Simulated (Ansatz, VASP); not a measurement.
**Pb in VASP and in Ansatz**

File INCAR:

```
PREC = Accurate
ENCUT = 520
EDIFF = 1E-6
ISMEAR = -1
SIGMA = 0.05
LREAL = F
LASPH = T
NELM = 60
ALGO = Normal
ISIF = 2
LWAVE = F
LCHARG = F
GGA = CA
NBANDS = 21
```

KPOINTS

```
regular mesh
0
Gamma
  14 14 8
```

Contents of POSCAR:

```
Pb
1.0
    3.4176055487      0.0000000000      0.0000000000
   -1.7088027744      2.9597332253      0.0000000000
    0.0000000000      0.0000000000      5.7026076494
Pb
2
Direct
    0.3333333333      0.6666666667      0.2500000000
    0.6666666667      0.3333333333      0.7500000000
```

Input for Ansatz:

```yaml
crystal:
  lattice:
    - [3.41760554871, 0.0, 0.0]
    - [-1.70880277436, 2.9597332253, 0.0]
    - [0.0, 0.0, 5.70260764943]
  atoms:
    - { symbol: Pb, position: [0.333333333333, 0.666666666667, 0.25] }
    - { symbol: Pb, position: [0.666666666667, 0.333333333333, 0.75] }
kpoints:
  mp_grid: { grid: [14, 14, 8] }
scf:
  occupations: { method: fermi_dirac, width: 0.05 }
hamiltonian:
  xc: lda
  pseudopotentials: { kind: paw }
output:
  forces: true
  stress: true
  eigenvalues: true
  eigenstates:
    nscf_kmesh: { grid: [20, 20, 12] }
    de_dk: true
    e_range: [-14, 14]
  optics:
    e_range: [0, 25]
    de: 0.2
    sigma: 0.2
    bands: { spectra_wanted_up_to: 25 }
    nscf_kmesh: { grid: [20, 20, 12] }
    drude_damping: 0.1
checkpoint:
  write: ck
  write_wavefunctions: false
```

Alike in both runs: task single point; functional LDA; k mesh 14 × 14 × 8; occupations fermi-dirac, width 0.05 eV; no spin polarisation.

```csv
,VASP,Ansatz
version,VASP 6.6.1,Ansatz 0.2.0
potentials or method,"VASP PAW LDA potentials, release 64 (Pb_d)","PAW with Ansatz's default frozen-core files, scalar-relativistic"
plane-wave cutoff (eV),520,420
valence electrons in the cell,28,28
```

```tsv
	VASP	Ansatz	Ansatz less VASP
pressure (GPa)	0.0	0.0	-0.06
```

LDA's correlation is that of Perdew and Zunger in VASP and of Perdew and Wang (1992) in Ansatz. Ansatz's warnings: optics on partly filled bands.

Neither program's run includes spin-orbit coupling.
